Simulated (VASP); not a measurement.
# ZrN in VASP: single point with PBE+D3(BJ)

Aim: the single point of ZrN with PBE+D3(BJ).

All numbers are computed with VASP 6.6.1; they aren't measurements. Logs are shortened: lines on timing, memory, paths and dates and some standing lists are left out, and cuts for length are marked.

**1. The cell of the first run**

The cell holds a slab with vacuum, 24 atoms: a = 6.448 Å, b = 6.448 Å, c = 24.165 Å, α = 90.00°, β = 90.00°, γ = 90.00°.

**2. Single point, PBE+D3(BJ)**

The input, INCAR:

```
SYSTEM = ZrN
ALGO = Normal
DIPOL = 0.5 0.5 0.424
EDIFF = 1E-7
ENCUT = 520
GGA = PE
IDIPOL = 3
ISIF = 2
ISMEAR = 0
IVDW = 12
LASPH = .True.
LCHARG = .True.
LDIPOL = .True.
LELF = .True.
LREAL = Auto
LVACPOTAV = .True.
LVHAR = .True.
LWAVE = .False.
NBANDS = 120
NELM = 80
PREC = Accurate
SIGMA = 0.1
```

The input, KPOINTS:

```
k-points
0
Gamma
  3 3 1
  0 0 0
```

The input, POSCAR:

```
ZrN
1.0
    6.4475937667      0.0000000000      0.0000000000
    0.0000000000      6.4475937667      0.0000000000
    0.0000000000      0.0000000000     24.1646372748
Zr N
12 12
Direct
    0.2500000000      0.2500000000      0.3310622836
    0.2500000000      0.7500000000      0.3310622836
    0.7500000000      0.2500000000      0.3310622836
    0.7500000000      0.7500000000      0.3310622836
    0.5000312003      0.5001470853      0.4238034954
    0.5000659028      0.0001516760      0.4238084420
    0.0000611486      0.5001585385      0.4238072008
    0.0000248951      0.0001390520      0.4238053594
    0.7500505133      0.7501569718      0.5160402455
    0.7499659020      0.2499760147      0.5127261251
    0.2500051331      0.7499431132      0.5127336071
    0.2500434281      0.2501532975      0.5160310593
    0.5000000000      0.5000000000      0.3310622836
    0.5000000000      0.0000000000      0.3310622836
    0.0000000000      0.5000000000      0.3310622836
    0.0000000000      0.0000000000      0.3310622836
    0.7500040961      0.7500245291      0.4214021650
    0.7500423139      0.2501273255      0.4219516682
    0.2500418724      0.7501310529      0.4219555881
    0.2500016872      0.2500177655      0.4213937854
    0.0002173153      0.0002709647      0.5202682820
   -0.0000950685      0.5001556551      0.5202720413
    0.4998951649      0.0001594370      0.5202768280
    0.5002206734      0.5002710032      0.5202741856
```

Potentials or basis: VASP PAW PBE potentials, release 64 (Zr_sv, N).

The run is started by

```console
$ cat potpaw_PBE.64/Zr_sv/POTCAR potpaw_PBE.64/N/POTCAR > POTCAR
$ mpirun -np 1 vasp_std > vasp.out
```

OUTCAR:

```text
SYSTEM = ZrN
   EDIFF = 1E-7
   ENCUT = 520
   GGA = PE
   ISIF = 2
   ISMEAR = 0
   IVDW = 12
   LASPH = .True.
   LREAL = Auto
   NELM = 80
   PREC = Accurate
 IVDW          = 12

 ion  position               nearest neighbor table
   1  0.250  0.250  0.331-  20 2.18  14 2.28  15 2.28  16 2.28  13 2.28   8 3.20   6 3.20   7 3.20
                             5 3.20   3 3.22   2 3.22   2 3.22   3 3.22
   2  0.250  0.750  0.331-  19 2.20  14 2.28  15 2.28  16 2.28  13 2.28   7 3.20   5 3.20   8 3.20
                             6 3.20   4 3.22   1 3.22   1 3.22   4 3.22
   3  0.750  0.250  0.331-  18 2.20  14 2.28  15 2.28  16 2.28  13 2.28   6 3.20   8 3.20   5 3.20
                             7 3.20   4 3.22   1 3.22   4 3.22   1 3.22
   4  0.750  0.750  0.331-  17 2.18  14 2.28  15 2.28  16 2.28  13 2.28   5 3.20   7 3.20   6 3.20
                             8 3.20   3 3.22   2 3.22   3 3.22   2 3.22
   5  0.500  0.500  0.424-  13 2.24  17 2.28  19 2.28  18 2.28  20 2.28  24 2.33  11 3.13  10 3.13
                            12 3.19   9 3.19   4 3.20   2 3.20   3 3.20   1 3.20   7 3.22   6 3.22
   6  0.500  0.000  0.424-  14 2.24  18 2.28  20 2.28  19 2.28  17 2.28  23 2.33  10 3.13  11 3.13
                            12 3.19   9 3.19   3 3.20   1 3.20   4 3.20   2 3.20   8 3.22   5 3.22
   7  0.000  0.500  0.424-  15 2.24  19 2.28  17 2.28  18 2.28  20 2.28  22 2.33  11 3.13  10 3.13
                            12 3.19   9 3.19   2 3.20   4 3.20   1 3.20   3 3.20   5 3.22   8 3.22
   8  0.000  0.000  0.424-  16 2.24  20 2.28  18 2.28  19 2.28  17 2.28  21 2.33  10 3.13  11 3.13
                             9 3.19  12 3.19   1 3.20   3 3.20   2 3.20   4 3.20   6 3.22   7 3.22
   9  0.750  0.750  0.516-  24 2.28  22 2.28  23 2.28  21 2.28  17 2.29   8 3.19   6 3.19   7 3.19
[... 5 lines left out ...]
  12  0.250  0.250  0.516-  21 2.28  23 2.28  22 2.28  24 2.28  20 2.29   7 3.19   5 3.19   6 3.19
                             8 3.19  11 3.22  10 3.22  10 3.23  11 3.23
  13  0.500  0.500  0.331-   5 2.24   2 2.28   3 2.28   4 2.28   1 2.28
  14  0.500  0.000  0.331-   6 2.24   2 2.28   3 2.28   4 2.28   1 2.28
  15  0.000  0.500  0.331-   7 2.24   2 2.28   3 2.28   4 2.28   1 2.28
  16  0.000  0.000  0.331-   8 2.24   2 2.28   3 2.28   4 2.28   1 2.28
  17  0.750  0.750  0.421-   4 2.18   5 2.28   7 2.28   6 2.28   8 2.28   9 2.29
  18  0.750  0.250  0.422-  10 2.19   3 2.20   6 2.28   8 2.28   5 2.28   7 2.28
  19  0.250  0.750  0.422-  11 2.19   2 2.20   7 2.28   5 2.28   8 2.28   6 2.28
  20  0.250  0.250  0.421-   1 2.18   8 2.28   6 2.28   7 2.28   5 2.28  12 2.29
  21  0.000  0.000  0.520-  12 2.28   9 2.28  10 2.29  11 2.29   8 2.33
  22  1.000  0.500  0.520-   9 2.28  12 2.28  11 2.29  10 2.29   7 2.33
  23  0.500  0.000  0.520-  12 2.28   9 2.28  10 2.29  11 2.29   6 2.33
  24  0.500  0.500  0.520-   9 2.28  12 2.28  11 2.29  10 2.29   5 2.33

  LATTYP: Found a simple tetragonal cell.
 ALAT       =     6.4475937667
 C/A-ratio  =     3.7478535635

  Lattice vectors:

 A1 = (   6.4475937667,   0.0000000000,   0.0000000000)
 A2 = (   0.0000000000,   6.4475937667,   0.0000000000)
 A3 = (   0.0000000000,   0.0000000000,  24.1646372748)

Analysis of symmetry for initial positions (statically):
=====================================================================
 Subroutine PRICEL returns:
 Original cell was already a primitive cell.

 Routine SETGRP: Setting up the symmetry group for a
 simple tetragonal supercell.

 Subroutine GETGRP returns: Found  1 space group operations
 (whereof  1 operations were pure point group operations)
 out of a pool of 16 trial point group operations.

The static configuration has the point symmetry C_1 .

Analysis of symmetry for dynamics (positions and initial velocities):
=====================================================================
 Subroutine PRICEL returns:
 Original cell was already a primitive cell.

 Routine SETGRP: Setting up the symmetry group for a
 simple tetragonal supercell.

 Subroutine GETGRP returns: Found  1 space group operations
 (whereof  1 operations were pure point group operations)
 out of a pool of 16 trial point group operations.

The dynamic configuration has the point symmetry C_1 .

 Subroutine INISYM returns: Found  1 space group operations
 (whereof  1 operations are pure point group operations),
 and found     1 'primitive' translations

----------------------------------------------------------------------------------------

                                     Primitive cell

  volume of cell :    1004.5594

  direct lattice vectors                    reciprocal lattice vectors
     6.447593767  0.000000000  0.000000000     0.155096620  0.000000000  0.000000000
[... 72 lines left out ...]
     0.000000000  0.000000000  0.041382785     0.000000000  0.000000000  1.000000000

  Length of vectors
     0.051698873  0.051698873  0.041382785

  Shift w.r.t. Gamma in fractional coordinates (k-lattice)
     0.000000000  0.000000000  0.000000000

 Subroutine IBZKPT returns following result:
 ===========================================

 Found      5 irreducible k-points:

 Following reciprocal coordinates:
            Coordinates               Weight
  0.000000  0.000000  0.000000      1.000000
  0.333333  0.000000  0.000000      2.000000
  0.000000  0.333333  0.000000      2.000000
  0.333333  0.333333  0.000000      2.000000
 -0.333333  0.333333  0.000000      2.000000
   k-points           NKPTS =      5   k-points in BZ     NKDIM =      5   number of bands    NBANDS=    120
   number of dos      NEDOS =    301   number of ions     NIONS =     24
   total plane-waves  NPLWV = 414720
   dimension x,y,z NGX =    48 NGY =   48 NGZ =  180
   dimension x,y,z NGXF=    96 NGYF=   96 NGZF=  360
   ions per type =              12  12
   NGX,Y,Z   is equivalent  to a cutoff of  12.38, 12.38, 12.38 a.u.
   NGXF,Y,Z  is equivalent  to a cutoff of  24.75, 24.75, 24.77 a.u.
 SYSTEM =  ZrN
   PREC   = accura    normal or accurate (medium, high low for compatibility)
   ISTART =      0    job   : 0-new  1-cont  2-samecut
   ICHARG =      2    charge: 1-file 2-atom 10-const
   ISPIN  =      1    spin polarized calculation?
   LNONCOLLINEAR =      F non collinear calculations
   LSORBIT =      F    spin-orbit coupling
   LASPH  =      T    aspherical Exc in radial PAW
   ENCUT  =  520.0 eV  38.22 Ry    6.18 a.u.  11.99 11.99 44.93*2*pi/ulx,y,z
   NELM   =     80;   NELMIN=  2; NELMDL= -5     # of ELM steps
   EDIFF  = 0.1E-06   stopping-criterion for ELM
   LREAL  =      T    real-space projection
   EDIFFG = 0.1E-05   stopping-criterion for IOM
   NSW    =      0    number of steps for IOM
   IBRION =     -1    ionic relax: 0-MD 1-quasi-New 2-CG
   NFREE  =      0    steps in history (QN), initial steepest desc. (CG)
   ISIF   =      2    stress and relaxation
   ISYM   =      2    0-nonsym 1-usesym 2-fastsym
   POTIM  = 0.5000    time-step for ionic-motion
   TEBEG  =    0.0;   TEEND  =   0.0 temperature during run
   PSTRESS=    0.0 pullay stress
   NELECT =     204.0000    total number of electrons
   NUPDOWN=      -1.0000    fix difference up-down
   EMIN   =  10.00;   EMAX   =-10.00  energy-range for DOS
   EFERMI =   0.00;   METHOD = LEGACY
   ISMEAR =     0;   SIGMA  =   0.10  broadening in eV -4-tet -1-fermi 0-gaus
   EFERMI_NEDOS =   21; number of points for ismear=-14 and -15
   IALGO  =     38    algorithm
   IMIX   =      4    mixing-type and parameters
     AMIX     =   0.40;   BMIX     =  1.00
     AMIX_MAG =   1.60;   BMIX_MAG =  1.00
  volume/ion in A,a.u.               =      41.86       282.46
  Fermi-wavevector in a.u.,A,eV,Ry     =   0.962261  1.818410 12.598271  0.925947
  Thomas-Fermi vector in A             =   2.091705
   LORBIT       =      0    0 simple, 1 ext, 2 COOP (PROOUT), +10 PAW based schemes
   GGA     = PE    functional components
   LHFCALC =     F    Hartree Fock is set to
   AEXX    =    0.0000 exact exchange contribution
   IVDW    =    12    specifies the selected vdW correction
   LEPSILON=     F    determine dielectric tensor
   LRPA    =     F    only Hartree local field effects (RPA)
 non-spin polarized calculation
 Gauss-broadening in eV      SIGMA  =   0.10
  energy-cutoff  :      520.00
  volume of cell :     1004.56
 maximum number of plane-waves:     27083
   NGX = 23   NGY = 23   NGZ = 89

 dipolmoment           0.000000      0.000000      1.313815 electrons x Angstroem

 number of electron     203.9999981 magnetization

 dipolmoment           0.000000      0.000000     -0.069538 electrons x Angstroem

 Free energy of the ion-electron system (eV)
  ---------------------------------------------------
  ext. energy  EPLUGINS =         0.00000000
  ---------------------------------------------------
  free energy    TOTEN  =      -236.93241498 eV

  energy without entropy =     -236.89316047  energy(sigma->0) =     -236.91278773

 E-fermi :   1.7158     XC(G=0):  -4.4559

 val. band max:        1.6568307030   @ k =   0.3333   0.0000   0.0000
 cond. band min:       1.7858640335   @ k =   0.3333   0.0000   0.0000
 fundamental gap:      0.1290333306
 Fermi energy:         1.7157765378

 k-point     1 :       0.0000    0.0000    0.0000
  band No.  band energies     occupation
      1     -48.2567      2.00000
      2     -48.2096      2.00000
      3     -48.1907      2.00000
      4     -48.1643      2.00000
      5     -48.1523      2.00000
      6     -48.1426      2.00000
[... 574 lines left out ...]
    113       2.9977      0.00000
    114       3.0007      0.00000
 [bands above 114 left out]

------------------------ aborting loop because EDIFF is reached ----------------------------------------

 Edisp (eV)   -6.93140

 E8    (eV) :    -3.2783

  FORCE on cell =-STRESS in cart. coord.  units (eV):
  Direction    XX          YY          ZZ          XY          YZ          ZX
  --------------------------------------------------------------------------------------
  -------------------------------------------------------------------------------------
  Total     -16.77598   -16.77611    -0.74035     0.00010    -0.02923    -0.00860
  in kB     -26.75611   -26.75631    -1.18079     0.00016    -0.04663    -0.01371
  external pressure =      -18.23 kB  Pullay stress =        0.00 kB

 VOLUME and BASIS-vectors are now :
 -----------------------------------------------------------------------------
  energy-cutoff  :      520.00
  volume of cell :     1004.56
      direct lattice vectors                 reciprocal lattice vectors
     6.447593767  0.000000000  0.000000000     0.155096620  0.000000000  0.000000000
     0.000000000  6.447593767  0.000000000     0.000000000  0.155096620  0.000000000
     0.000000000  0.000000000 24.164637275     0.000000000  0.000000000  0.041382785

 POSITION                                       TOTAL-FORCE (eV/Angst)
 -----------------------------------------------------------------------------------
      1.61190      1.61190      8.00000         0.000455      0.001925      1.028470
      1.61190      4.83570      8.00000         0.000696      0.002968      1.151720
      4.83570      1.61190      8.00000         0.001029      0.002626      1.151372
      4.83570      4.83570      8.00000         0.000809      0.002296      1.029188
      3.22400      3.22475     10.24106        -0.001904     -0.007460      0.049315
      3.22422      0.00098     10.24118        -0.003420     -0.007756      0.047526
[... 16 lines left out ...]
      3.22312      0.00103     12.57230         0.008545     -0.002944      0.319164
      3.22522      3.22554     12.57224        -0.011688     -0.009808      0.319673
 -----------------------------------------------------------------------------------
    total drift:                                0.000175      0.000684     -0.000383

  FREE ENERGIE OF THE ION-ELECTRON SYSTEM (eV)
  ---------------------------------------------------
  free  energy   TOTEN  =      -243.8638188044 eV

  energy  without entropy=     -243.8245642932  energy(sigma->0) =     -243.84419155

 vacuum level on the upper side and lower side of the slab         4.142         4.444
```

It took 21 min on 1 thread of Intel Xeon Platinum 8488C (Sapphire Rapids), shared host; peak memory 1 GiB.

What came out:

| Quantity | Value |
| --- | --- |
| Free energy | -243.8638 eV |
| Largest force | 1.212 eV/Å |
| Band gap on the k mesh | 0.13 eV |
| Dispersion energy per atom | -0.289 eV |

Forces on the atoms (eV/Å):
```
Zr   0.000  0.002  1.028
Zr   0.001  0.003  1.152
Zr   0.001  0.003  1.151
Zr   0.001  0.002  1.029
Zr  -0.002 -0.007  0.049
Zr  -0.003 -0.008  0.048
Zr  -0.003 -0.008  0.048
Zr  -0.001 -0.007  0.049
Zr  -0.001 -0.002 -1.059
Zr   0.006  0.016  0.064
Zr   0.004  0.018  0.062
Zr  -0.002 -0.004 -1.058
N    0.001  0.001 -1.211
N    0.000  0.001 -1.211
N    0.000  0.001 -1.211
N    0.001  0.001 -1.212
N    0.002  0.007  0.460
N    0.000  0.000  0.041
N    0.000 -0.001  0.042
N    0.002  0.007  0.461
N   -0.011 -0.010  0.320
N    0.008 -0.003  0.320
N    0.009 -0.003  0.319
N   -0.012 -0.010  0.320
```
